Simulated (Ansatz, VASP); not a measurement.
## Two plane-wave programs on Hf2ZrC3

Contents of INCAR:

```
SYSTEM = Hf2ZrC3
PREC = Accurate
ENCUT = 600
EDIFF = 1E-7
ISMEAR = 0
SIGMA = 0.2
LREAL = .False.
LASPH = .True.
NELM = 100
ALGO = Normal
ISIF = 3
LWAVE = .False.
LCHARG = .False.
GGA = PE
IBRION = 2
NSW = 36
EDIFFG = -0.08
```

File KPOINTS:

```
Automatic mesh
0
Gamma
  4 4 3
  0 0 0
```

File POSCAR:

```
Hf2ZrC3
1.0
    2.9162356200     -5.0510630900      0.0000000000
    2.9162356200      5.0510630900      0.0000000000
   -1.9440399300      0.0000000000      5.4989480300
Zr Hf C
2 4 6
Direct
    0.8333000000      0.1667000000      0.0000000000
    0.1667000000      0.8333000000      0.0000000000
    0.5000000000      0.5000000000      0.0000000000
    0.0000000000      0.0000000000      0.5000000000
    0.3333000000      0.6667000000      0.5000000000
    0.6667000000      0.3333000000      0.5000000000
    0.2500000000      0.2500000000      0.2500000000
    0.7500000000      0.7500000000      0.7500000000
    0.4167000000      0.0833000000      0.7500000000
    0.9167000000      0.5833000000      0.2500000000
    0.5833000000      0.9167000000      0.2500000000
    0.0833000000      0.4167000000      0.7500000000
```

Input for Ansatz:

```yaml
crystal:
  lattice:
    - [2.91623562, -5.05106309, 0.0]
    - [2.91623562, 5.05106309, 0.0]
    - [-1.94403993, 0.0, 5.49894803]
  atoms:
    - { symbol: Zr, position: [0.8333, 0.1667, 0.0] }
    - { symbol: Zr, position: [0.1667, 0.8333, 0.0] }
    - { symbol: Hf, position: [0.5, 0.5, 0.0] }
    - { symbol: Hf, position: [0.0, 0.0, 0.5] }
    - { symbol: Hf, position: [0.3333, 0.6667, 0.5] }
    - { symbol: Hf, position: [0.6667, 0.3333, 0.5] }
    - { symbol: C, position: [0.25, 0.25, 0.25] }
    - { symbol: C, position: [0.75, 0.75, 0.75] }
    - { symbol: C, position: [0.4167, 0.0833, 0.75] }
    - { symbol: C, position: [0.9167, 0.5833, 0.25] }
    - { symbol: C, position: [0.5833, 0.9167, 0.25] }
    - { symbol: C, position: [0.0833, 0.4167, 0.75] }
basis:
  ecutwfc: 420
kpoints:
  mp_grid: { grid: [4, 4, 3] }
hamiltonian:
  xc: pbe
scf:
  occupations: { method: gaussian, width: 0.2 }
  lower_state_search: "off"
output:
  forces: true
  stress: true
  eigenvalues: true
relax:
  adjacent_minimum: "off"
  f_tol: 0.08
  max_steps: 16
  cell: { stress_tol: 0.8 }
```

Alike in both runs: task relaxation of cell and atoms; functional PBE; k mesh 4 × 4 × 3; occupations gaussian, width 0.2 eV; no spin polarisation.

|  | VASP | Ansatz |
| --- | --- | --- |
| version | VASP 6.6.1 | Ansatz 0.2.0 |
| potentials or method | VASP PAW PBE potentials, release 64 (Zr_sv, Hf_pv, C), cutoff 600 eV | scalar-relativistic, plane waves, PAW |
| valence electrons in the cell | 88 | 152 |

Ansatz gave:

```
gap on the k mesh at the Fermi level, each at its own relaxed structure (eV) : none
relaxed volume (Å³/atom)                                                     : 12.73
relaxed cell length with the largest relative difference (Å)                 : 5.724
```

What did VASP give for the same quantities?

gap on the k mesh at the Fermi level, each at its own relaxed structure (eV): none; relaxed volume (Å³/atom): 12.68; relaxed cell length with the largest relative difference (Å): 5.715.

A gap of «none» marks a metal or a gap that the smearing closes. VASP's potentials hold 88 valence electrons a cell and Ansatz's 152, so a difference there can come from the potentials and not from the codes.

The k mesh is coarse, so the values compare programs but aren't converged. Neither program's run includes spin-orbit coupling.
